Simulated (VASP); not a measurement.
# TaAl (P4/nmm) in VASP: single point with PBE

Aim: the single point of TaAl with PBE.

Everything below comes from runs of VASP 6.6.1. Logs are shortened: lines on timing, memory, paths and dates and some standing lists are left out, and cuts for length are marked.

### 1 The cell of the first run

Symmetry: P4/nmm, No. 129, tetragonal system. Conventional cell: a = 2.870 Å, b = 2.870 Å, c = 8.393 Å, α = 90.00°, β = 90.00°, γ = 90.00°. Within 3.8 Å of Ta (site symmetry 4mm) lie 8 Ta at 2.87 to 2.94 Å and 4 Al at 2.95 Å. Al (site symmetry 4mm) has 8 Al at 2.85 to 2.87 Å and 4 Ta at 2.95 Å within 3.7 Å.

### 2 Single point, PBE

INCAR

```
SYSTEM = TaAl
PREC     = Accurate       ! precision mode
ENCUT    = 520            ! plane-wave cutoff, eV
EDIFF    = 1E-6           ! SCF threshold, eV
ISMEAR   = 0              ! smearing method
SIGMA    = 0.1            ! smearing width, eV
LREAL    = .False.        ! projectors in reciprocal space
LASPH    = .True.         ! aspherical terms in the spheres
NELM     = 100            ! most SCF steps
ALGO     = Normal         ! electronic algorithm
ISIF     = 2              ! what is computed and relaxed
LWAVE    = .False.        ! write WAVECAR
LCHARG   = .False.        ! write CHGCAR
GGA      = PE             ! functional
NBANDS   = 22             ! bands
```

KPOINTS

```
regular mesh
0
Gamma
  6 6 2
  0 0 0
```

POSCAR

```
TaAl
1.0
    2.8700941500      0.0000000000      0.0000000000
    0.0000000000      2.8700941500      0.0000000000
    0.0000000000      0.0000000000      8.3927044900
Ta Al
2 2
Direct
    0.0000000000      0.5000000000      0.8735441600
    0.5000000000      0.0000000000      0.1264558400
    0.0000000000      0.5000000000      0.3811658300
    0.5000000000      0.0000000000      0.6188341700
```

Potentials or basis: VASP PAW PBE potentials, release 64 (Ta_pv, Al).

Launch:

```bash
> cat potpaw_PBE.64/Ta_pv/POTCAR potpaw_PBE.64/Al/POTCAR > POTCAR
> mpirun -np 1 vasp_std > vasp.out
```

OUTCAR:

```text
SYSTEM = TaAl
   PREC = Accurate
   ENCUT = 520
   EDIFF = 1E-6
   ISMEAR = 0
   LREAL = .False.
   LASPH = .True.
   NELM = 100
   ISIF = 2
   GGA = PE

 ion  position               nearest neighbor table
   1  0.000  0.500  0.874-   2 2.94   2 2.94   2 2.94   2 2.94   4 2.95   4 2.95   4 2.95   4 2.95

   2  0.500  0.000  0.126-   1 2.94   1 2.94   1 2.94   1 2.94   3 2.95   3 2.95   3 2.95   3 2.95

   3  0.000  0.500  0.381-   4 2.85   4 2.85   4 2.85   4 2.85   2 2.95   2 2.95   2 2.95   2 2.95

   4  0.500  0.000  0.619-   3 2.85   3 2.85   3 2.85   3 2.85   1 2.95   1 2.95   1 2.95   1 2.95

  LATTYP: Found a simple tetragonal cell.
 ALAT       =     2.8700941500
 C/A-ratio  =     2.9241913510

  Lattice vectors:

 A1 = (   2.8700941500,   0.0000000000,   0.0000000000)
 A2 = (   0.0000000000,   2.8700941500,   0.0000000000)
 A3 = (   0.0000000000,   0.0000000000,   8.3927044900)

Analysis of symmetry for initial positions (statically):
=====================================================================
 Subroutine PRICEL returns:
 Original cell was already a primitive cell.

 Routine SETGRP: Setting up the symmetry group for a
 simple tetragonal supercell.

 Subroutine GETGRP returns: Found 16 space group operations
 (whereof  8 operations were pure point group operations)
 out of a pool of 16 trial point group operations.

The static configuration has the point symmetry D_2d.
 The point group associated with its full space group is D_4h.

Analysis of symmetry for dynamics (positions and initial velocities):
=====================================================================
 Subroutine PRICEL returns:
 Original cell was already a primitive cell.

 Routine SETGRP: Setting up the symmetry group for a
 simple tetragonal supercell.

 Subroutine GETGRP returns: Found 16 space group operations
 (whereof  8 operations were pure point group operations)
 out of a pool of 16 trial point group operations.

The dynamic configuration has the point symmetry D_2d.
 The point group associated with its full space group is D_4h.

 Subroutine INISYM returns: Found 16 space group operations
 (whereof  8 operations are pure point group operations),
 and found     1 'primitive' translations

----------------------------------------------------------------------------------------

                                     Primitive cell

  volume of cell :      69.1344

  direct lattice vectors                    reciprocal lattice vectors
     2.870094150  0.000000000  0.000000000     0.348420626  0.000000000  0.000000000
     0.000000000  2.870094150  0.000000000     0.000000000  0.348420626  0.000000000
     0.000000000  0.000000000  8.392704490     0.000000000  0.000000000  0.119151103

  length of vectors
     2.870094150  2.870094150  8.392704490     0.348420626  0.348420626  0.119151103

  position of ions in fractional coordinates (direct lattice)
     0.000000000  0.500000000  0.873544160
     0.500000000  0.000000000  0.126455840
     0.000000000  0.500000000  0.381165830
     0.500000000  0.000000000  0.618834170

  ion indices of the primitive-cell ions
   primitive index   ion index
                 1           1
                 2           2
                 3           3
                 4           4

----------------------------------------------------------------------------------------

 KPOINTS: regular mesh

Automatic generation of k-mesh.
 Grid dimensions read from file:
 generate k-points for:    6    6    2

 Generating k-lattice:

  Cartesian coordinates                     Fractional coordinates (reciprocal lattice)
     0.058070104  0.000000000  0.000000000     0.166666667  0.000000000  0.000000000
     0.000000000  0.058070104  0.000000000     0.000000000  0.166666667  0.000000000
     0.000000000  0.000000000  0.059575552     0.000000000  0.000000000  0.500000000

  Length of vectors
     0.058070104  0.058070104  0.059575552

  Shift w.r.t. Gamma in fractional coordinates (k-lattice)
     0.000000000  0.000000000  0.000000000

 Subroutine IBZKPT returns following result:
 ===========================================

 Found     20 irreducible k-points:

 Following reciprocal coordinates:
            Coordinates               Weight
  0.000000  0.000000  0.000000      1.000000
  0.166667  0.000000  0.000000      4.000000
  0.333333  0.000000  0.000000      4.000000
  0.500000  0.000000  0.000000      2.000000
  0.166667  0.166667  0.000000      4.000000
  0.333333  0.166667  0.000000      8.000000
[... 12 lines left out ...]
  0.500000  0.333333  0.500000      4.000000
  0.500000  0.500000  0.500000      1.000000
   k-points           NKPTS =     20   k-points in BZ     NKDIM =     20   number of bands    NBANDS=     22
   number of dos      NEDOS =    301   number of ions     NIONS =      4
   total plane-waves  NPLWV =  36864
   dimension x,y,z NGX =    24 NGY =   24 NGZ =   64
   dimension x,y,z NGXF=    48 NGYF=   48 NGZF=  128
   ions per type =               2   2
   NGX,Y,Z   is equivalent  to a cutoff of  13.90, 13.90, 12.68 a.u.
   NGXF,Y,Z  is equivalent  to a cutoff of  27.80, 27.80, 25.35 a.u.
 SYSTEM =  TaAl
   PREC   = accura    normal or accurate (medium, high low for compatibility)
   ISTART =      0    job   : 0-new  1-cont  2-samecut
   ICHARG =      2    charge: 1-file 2-atom 10-const
   ISPIN  =      1    spin polarized calculation?
   LNONCOLLINEAR =      F non collinear calculations
   LSORBIT =      F    spin-orbit coupling
   LASPH  =      T    aspherical Exc in radial PAW
   ENCUT  =  520.0 eV  38.22 Ry    6.18 a.u.   5.34  5.34 15.60*2*pi/ulx,y,z
   NELM   =    100;   NELMIN=  2; NELMDL= -5     # of ELM steps
   EDIFF  = 0.1E-05   stopping-criterion for ELM
   LREAL  =      F    real-space projection
   EDIFFG = 0.1E-04   stopping-criterion for IOM
   NSW    =      0    number of steps for IOM
   IBRION =     -1    ionic relax: 0-MD 1-quasi-New 2-CG
   NFREE  =      0    steps in history (QN), initial steepest desc. (CG)
   ISIF   =      2    stress and relaxation
   ISYM   =      2    0-nonsym 1-usesym 2-fastsym
   POTIM  = 0.5000    time-step for ionic-motion
   TEBEG  =    0.0;   TEEND  =   0.0 temperature during run
   PSTRESS=    0.0 pullay stress
   NELECT =      28.0000    total number of electrons
   NUPDOWN=      -1.0000    fix difference up-down
   EMIN   =  10.00;   EMAX   =-10.00  energy-range for DOS
   EFERMI =   0.00;   METHOD = LEGACY
   ISMEAR =     0;   SIGMA  =   0.10  broadening in eV -4-tet -1-fermi 0-gaus
   EFERMI_NEDOS =   21; number of points for ismear=-14 and -15
   IALGO  =     38    algorithm
   IMIX   =      4    mixing-type and parameters
     AMIX     =   0.40;   BMIX     =  1.00
     AMIX_MAG =   1.60;   BMIX_MAG =  1.00
  volume/ion in A,a.u.               =      17.28       116.64
  Fermi-wavevector in a.u.,A,eV,Ry     =   1.211238  2.288908 19.961068  1.467097
  Thomas-Fermi vector in A             =   2.346760
   LORBIT       =      0    0 simple, 1 ext, 2 COOP (PROOUT), +10 PAW based schemes
   GGA     = PE    functional components
   LHFCALC =     F    Hartree Fock is set to
   AEXX    =    0.0000 exact exchange contribution
   IVDW    =     0    specifies the selected vdW correction
   LEPSILON=     F    determine dielectric tensor
   LRPA    =     F    only Hartree local field effects (RPA)
 non-spin polarized calculation
 Gauss-broadening in eV      SIGMA  =   0.10
  energy-cutoff  :      520.00
  volume of cell :       69.13
 maximum number of plane-waves:      1883
 NGX is ok and might be reduce to    24
   NGX = 11   NGY = 11   NGZ = 31

 number of electron      27.9999996 magnetization

 Free energy of the ion-electron system (eV)
  ---------------------------------------------------
  ext. energy  EPLUGINS =         0.00000000
  ---------------------------------------------------
  free energy    TOTEN  =       -31.12901290 eV

  energy without entropy =      -31.11247605  energy(sigma->0) =      -31.12074448

 E-fermi :   7.0424     XC(G=0): -11.4489

 val. band max:        6.9560567625   @ k =   0.1667   0.1667   0.5000
 cond. band min:       7.0469837342   @ k =   0.5000   0.3333   0.5000
 fundamental gap:      0.0909269717
 Fermi energy:         7.0424256999

 k-point     1 :       0.0000    0.0000    0.0000
  band No.  band energies     occupation
      1     -27.6140      2.00000
      2     -27.0354      2.00000
      3     -26.9230      2.00000
      4     -26.9230      2.00000
      5     -26.7257      2.00000
      6     -26.7257      2.00000
[... 14 lines left out ...]
     21      12.5664      0.00000
     22      13.1263      0.00000

 k-point     2 :       0.1667    0.0000    0.0000
  band No.  band energies     occupation
      1     -27.5770      2.00000
      2     -27.2102      2.00000
      3     -26.9523      2.00000
      4     -26.9215      2.00000
      5     -26.8925      2.00000
      6     -26.7212      2.00000
[... 14 lines left out ...]
     21      11.7712      0.00000
     22      11.8590      0.00000

 k-point     3 :       0.3333    0.0000    0.0000
  band No.  band energies     occupation
      1     -27.5966      2.00000
      2     -27.5640      2.00000
      3     -27.1788      2.00000
      4     -27.0112      2.00000
      5     -26.8214      2.00000
      6     -26.7220      2.00000
[... 14 lines left out ...]
     21      11.7254      0.00000
     22      12.4768      0.00000
[... 376 lines left out ...]
 k-point    19 :       0.5000    0.3333    0.5000
  band No.  band energies     occupation
      1     -27.6282      2.00000
      2     -27.6282      2.00000
      3     -27.2745      2.00000
      4     -27.2745      2.00000
      5     -27.1214      2.00000
      6     -27.1214      2.00000
[... 14 lines left out ...]
     21      12.1486      0.00000
     22      12.1486      0.00000

 k-point    20 :       0.5000    0.5000    0.5000
  band No.  band energies     occupation
      1     -27.6664      2.00000
      2     -27.6664      2.00000
      3     -27.3435      2.00000
      4     -27.3435      2.00000
      5     -27.1474      2.00000
      6     -27.1474      2.00000
[... 14 lines left out ...]
     21      10.8381      0.00000
     22      10.8381      0.00000

------------------------ aborting loop because EDIFF is reached ----------------------------------------

  FORCE on cell =-STRESS in cart. coord.  units (eV):
  Direction    XX          YY          ZZ          XY          YZ          ZX
  --------------------------------------------------------------------------------------
  -------------------------------------------------------------------------------------
  Total       -0.2375159     -0.2375159      1.8022820      0.0000000     -0.0000000      0.0000000
  in kB       -5.5043885     -5.5043885     41.7675607      0.0000000     -0.0000000      0.0000000
  external PRESSURE =      10.2529279 kB  Pullay stress =       0.0000000 kB

 VOLUME and BASIS-vectors are now :
 -----------------------------------------------------------------------------
  energy-cutoff  :      520.00
  volume of cell :       69.13
      direct lattice vectors                 reciprocal lattice vectors
     2.870094150  0.000000000  0.000000000     0.348420626  0.000000000  0.000000000
     0.000000000  2.870094150  0.000000000     0.000000000  0.348420626  0.000000000
     0.000000000  0.000000000  8.392704490     0.000000000  0.000000000  0.119151103

 POSITION                                       TOTAL-FORCE (eV/Angst)
 -----------------------------------------------------------------------------------
      0.00000      1.43505      7.33140         0.000000     -0.000000     -1.842153
      1.43505      0.00000      1.06131         0.000000     -0.000000      1.842153
      0.00000      1.43505      3.19901         0.000000      0.000000     -0.576860
      1.43505      0.00000      5.19369         0.000000     -0.000000      0.576860
 -----------------------------------------------------------------------------------
    total drift:                                0.000000      0.000000      0.000000

  FREE ENERGIE OF THE ION-ELECTRON SYSTEM (eV)
  ---------------------------------------------------
  free  energy   TOTEN  =       -31.1290129032 eV

  energy  without entropy=      -31.1124760539  energy(sigma->0) =      -31.12074448
```

It took 17 s on 1 thread of Intel Xeon Platinum 8559C (Emerald Rapids), shared host; peak memory 0.18 GiB.

Results:

| Item | Value |
| --- | --- |
| Free energy | -31.1290 eV |
| Pressure | 1.0 GPa |
| Largest force | 1.842 eV/Å |
| Band gap on the k mesh | zero (band 14 reaches 8.27 eV, above the bottom of band 15 at 6.52 eV) |

Forces on the atoms (eV/Å):
```
Ta   0.000  0.000 -1.842
Ta   0.000  0.000  1.842
Al   0.000  0.000 -0.577
Al   0.000  0.000  0.577
```

Levels at points of the mesh, in eV from the Fermi level:
| k point | band 10 | band 11 | band 12 | band 13 | band 14 | band 15 | band 16 | band 17 | band 18 | band 19 |
| --- | --- | --- | --- | --- | --- | --- | --- | --- | --- | --- |
| (0.00, 0.00, 0.00) | -4.07 | -3.11 | -1.38 | -0.83 | 1.23 | 1.31 | 1.31 | 3.86 | 3.86 | 4.15 |
| (0.50, 0.00, 0.00) | -4.80 | -2.28 | -2.28 | -0.67 | -0.67 | 0.10 | 0.10 | 1.17 | 1.17 | 4.07 |
| (0.50, 0.50, 0.00) | -3.49 | -1.21 | -1.21 | -1.10 | -1.10 | -0.52 | -0.52 | 1.24 | 1.24 | 4.05 |
| (0.00, 0.00, 0.50) | -4.39 | -3.11 | -1.77 | -1.39 | 1.19 | 1.34 | 1.34 | 3.69 | 3.69 | 4.45 |
| (0.50, 0.00, 0.50) | -3.91 | -3.46 | -3.46 | -0.75 | -0.75 | 1.04 | 1.04 | 1.17 | 1.17 | 4.08 |
| (0.50, 0.50, 0.50) | -3.10 | -2.65 | -2.65 | -1.04 | -1.04 | 1.39 | 1.39 | 1.55 | 1.55 | 3.02 |

Caveat: the k points lie up to 0.37 Å⁻¹ apart; spin-orbit coupling is left out, which moves the levels of the heavy elements; forces of over 1 eV/Å act on the atoms, so gaps and moduli don't describe the material at rest.
